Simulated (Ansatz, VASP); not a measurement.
One calculation of Y3AlN4, two programs

INCAR

```
SYSTEM = Y3AlN4
PREC = Accurate
ENCUT = 520
EDIFF = 1E-6
ISMEAR = 0
SIGMA = 0.1
LREAL = .FALSE.
LASPH = .TRUE.
NELM = 60
ALGO = Normal
ISIF = 2
LWAVE = .FALSE.
LCHARG = .TRUE.
GGA = PE
LELF = .TRUE.
LVHAR = .TRUE.
NBANDS = 38
```

The input KPOINTS:

```
regular mesh
0
G
  4 4 4
  0 0 0
```

Contents of POSCAR:

```
Y3AlN4
1.0
    4.8174433861      0.0000000000      0.0000000000
    0.0000000000      4.8174433861      0.0000000000
   -2.4087216930     -2.4087216930      4.6527534329
Y Al N
3 1 4
Direct
    0.2500000000      0.7500000000      0.5000000000
    0.7500000000      0.2500000000      0.5000000000
    0.5000000000      0.5000000000      1.0000000000
    0.0000000000      0.0000000000      0.0000000000
    1.0000000000      0.5000000000      1.0000000000
    0.5000000000      1.0000000000      1.0000000000
    0.2288184226      0.2288184226      0.4576368452
    0.7711815774      0.7711815774      0.5423631548
```

Input for Ansatz:

```yaml
crystal:
  lattice:
    - [4.8174433861, 0.0, 0.0]
    - [0.0, 4.8174433861, 0.0]
    - [-2.408721693, -2.408721693, 4.6527534329]
  atoms:
    - { symbol: "Y", position: [0.25, 0.75, 0.5] }
    - { symbol: "Y", position: [0.75, 0.25, 0.5] }
    - { symbol: "Y", position: [0.5, 0.5, 1.0] }
    - { symbol: Al, position: [0.0, 0.0, 0.0] }
    - { symbol: "N", position: [1.0, 0.5, 1.0] }
    - { symbol: "N", position: [0.5, 1.0, 1.0] }
    - { symbol: "N", position: [0.2288184226, 0.2288184226, 0.4576368452] }
    - { symbol: "N", position: [0.7711815774, 0.7711815774, 0.5423631548] }
basis:
  ecutwfc: 420
kpoints:
  mp_grid: { grid: [4, 4, 4] }
hamiltonian:
  xc: pbe
scf:
  occupations: { method: gaussian, width: 0.1 }
  lower_state_search: "off"
output:
  forces: true
  stress: true
  eigenvalues: true
```

Alike in both runs: task single point; functional PBE; k mesh 4 × 4 × 4; occupations gaussian, width 0.1 eV; no spin polarisation.

|  | VASP | Ansatz |
| --- | --- | --- |
| version | VASP 6.6.1 | Ansatz 0.2.0 |
| potentials or method | VASP PAW PBE potentials, release 64 (Y_sv, Al, N), cutoff 520 eV | scalar-relativistic, plane waves, PAW |
| valence electrons in the cell | 56 | 56 |

```tsv
	VASP	Ansatz	Ansatz less VASP
gap on the k mesh at the Fermi level (eV)	0.47	0.47	+0.003
least direct gap on the mesh (eV)	0.47	0.47	+0.003
pressure (GPa)	-0.2	0.0	+0.19
rms of the force components (eV/Å)	0.004	0.005	+0.0006
```

Atom by atom the forces differ by 0.001 eV/Å (rms over components).
